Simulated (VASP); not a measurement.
Set up this calculation in VASP 6.6.1, as the native input.

```
Task                   : single point
Functional             : r2SCAN
Potentials or basis    : VASP PAW PBE potentials, release 64 (Tc_pv)
Cutoff                 : 520 eV
k mesh                 : 18 × 18 × 10
Occupations            : gaussian, width 0.05 eV
Spin                   : no spin polarisation
Dipole correction      : no
Further INCAR settings : ALGO = Normal; EDIFF = 1e-06; NBANDS = 20
```

Crystal: Tc.

```
Tc
1.0
     2.75465    0.00000    0.00000
    -1.37732    2.38559    0.00000
     0.00000    0.00000    4.40704
Tc
2
Direct
  0.33333 0.66667 0.25000
  0.66667 0.33333 0.75000
```

These files were run (other wordings do the same):

POSCAR

```
Tc
1.0
    2.7546453438      0.0000000000      0.0000000000
   -1.3773226719      2.3855928462      0.0000000000
    0.0000000000      0.0000000000      4.4070404204
Tc
2
Direct
    0.3333333333      0.6666666667      0.2500000000
    0.6666666667      0.3333333333      0.7500000000
```

INCAR.step1

```
SYSTEM = Tc
PREC = Accurate
ENCUT = 520
ISMEAR = 0
SIGMA = 0.05
LREAL = .False.
LASPH = .True.
NELM = 100
NBANDS = 20
GGA = PE
ALGO = Normal
EDIFF = 1E-4
LWAVE = .True.
LCHARG = .False.
```

INCAR.step2

```
SYSTEM = Tc
PREC = Accurate
ENCUT = 520
EDIFF = 1E-6
ISMEAR = 0
SIGMA = 0.05
LREAL = .False.
LASPH = .True.
NELM = 100
ALGO = Normal
ISIF = 2
LWAVE = .False.
LCHARG = .False.
METAGGA = R2SCAN
LMIXTAU = .True.
NBANDS = 20
ISTART = 1
```

KPOINTS

```
regular mesh
0
Gamma
  18 18 10
  0 0 0
```

Potentials or basis: VASP PAW PBE potentials, release 64 (Tc_pv).

Run with:

```sh
$ cat potpaw_PBE.64/Tc_pv/POTCAR > POTCAR
$ cp INCAR.step1 INCAR
$ mpirun -np 1 vasp_std > vasp.out
$ cp INCAR.step2 INCAR
$ mpirun -np 1 vasp_std > vasp.out
```

Results of the run:

| Property | Result |
| --- | --- |
| Pressure | -5.6 GPa |
| Band gap on the k mesh | zero (bands 13 and 14 overlap by 3.50 eV) |

Caveat: the cell stands under tension; the PAW data sets were made with another functional, which shifts forces and pressure a little.

It took 2.4 min on 1 thread of Intel(R) Xeon(R) 6975P-C (Granite Rapids) (shared host), peak memory 0.22 GiB.
